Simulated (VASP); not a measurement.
# InSb: single point with PBE

Crystal: InSb.

```
In Sb
1.0
     3.09093    0.00000    0.00000
     0.00000    3.09093    0.00000
     0.00000    0.00000    6.23391
In Sb
1 1
Direct
  0.00000 0.00000 0.00000
  0.00000 0.00000 0.50000
```

* Program: VASP 6.6.1
* Task: single point
* Functional: PBE
* Potentials or basis: VASP PAW PBE potentials, release 64 (In_d, Sb)
* Cutoff: 520 eV
* k mesh: 14 × 14 × 8
* Occupations: gaussian, width 0.1 eV
* Spin: no spin polarisation
* Dipole correction: no
* Further INCAR settings: ALGO = Normal; EDIFF = 1e-06; NBANDS = 16

| Property | Result |
| --- | --- |
| Pressure | 0.0 GPa |
| Band gap on the k mesh | zero (bands 9 and 10 overlap by 5.79 eV) |

Levels at points of the mesh, in eV from the Fermi level:
```tsv
k point	band 6	band 7	band 8	band 9	band 10	band 11	band 12	band 13
(0.00, 0.00, 0.00)	-11.47	-6.80	-4.49	4.16	4.16	5.11	7.75	8.30
(0.50, 0.00, 0.00)	-8.87	-4.91	-3.35	-2.20	-1.56	3.00	6.26	7.69
(0.50, 0.50, 0.00)	-6.11	-2.80	-2.80	-0.04	0.51	0.98	0.98	2.82
(0.00, 0.00, 0.50)	-11.34	-8.02	-0.91	0.22	4.33	4.33	7.82	8.00
(0.50, 0.00, 0.50)	-8.82	-4.80	-4.64	-2.36	1.62	3.02	5.76	6.41
(0.50, 0.50, 0.50)	-6.10	-2.60	-2.60	-1.61	0.30	0.30	3.14	4.54
```

Wall time 110 s on 1 thread of Intel(R) Xeon(R) 6975P-C (Granite Rapids), on a shared host, peak memory 0.3 GiB.

Caveat: spin-orbit coupling is left out, which moves the levels of the heavy elements.
